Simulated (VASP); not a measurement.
A run of VASP 6.6.1 is set up as follows.

File POSCAR:

```
Mo
1.0
   -1.5419516000      1.5419516000      1.6382965431
    1.5419516000     -1.5419516000      1.6382965431
    1.5419516000      1.5419516000     -1.6382965431
Mo
1
Direct
    0.0000000000      0.0000000000      0.0000000000
```

INCAR.step1

```
SYSTEM = Mo
ALGO = Normal ; EDIFF = 1E-4
ENCUT = 520 ; GGA = PE
ISMEAR = -1 ; LASPH = .True.
LCHARG = .False. ; LREAL = .False.
LWAVE = .True. ; NBANDS = 13
NELM = 80 ; PREC = Accurate
SIGMA = 0.05
```

The input INCAR.step2:

```
SYSTEM = Mo
ALGO = Normal ; EDIFF = 1E-6
ENCUT = 520 ; ISIF = 2
ISMEAR = -1 ; ISTART = 1
LASPH = .True. ; LCHARG = .False.
LMIXTAU = .True. ; LREAL = .False.
LWAVE = .False. ; METAGGA = R2SCAN
NBANDS = 13 ; NELM = 80
PREC = Accurate ; SIGMA = 0.05
```

The input KPOINTS:

```
k-points
0
Gamma
  15 15 15
  0 0 0
```

Potentials or basis: VASP PAW PBE potentials, release 64 (Mo_sv).

Run with:

```console
$ cat potpaw_PBE.64/Mo_sv/POTCAR > POTCAR
$ cp INCAR.step1 INCAR
$ mpirun -np 1 vasp_std > vasp.out
$ cp INCAR.step2 INCAR
$ mpirun -np 1 vasp_std > vasp.out
```

(1) Predict the band gap on the k mesh.

(2) Predict the pressure.

Answers

(1) zero (bands 7 and 8 overlap by 4.95 eV).

(2) 2.7 GPa.

Caveat: the stress differs along the axes, from -10 to 9 GPa; the PAW data sets were made with another functional, which shifts forces and pressure a little.
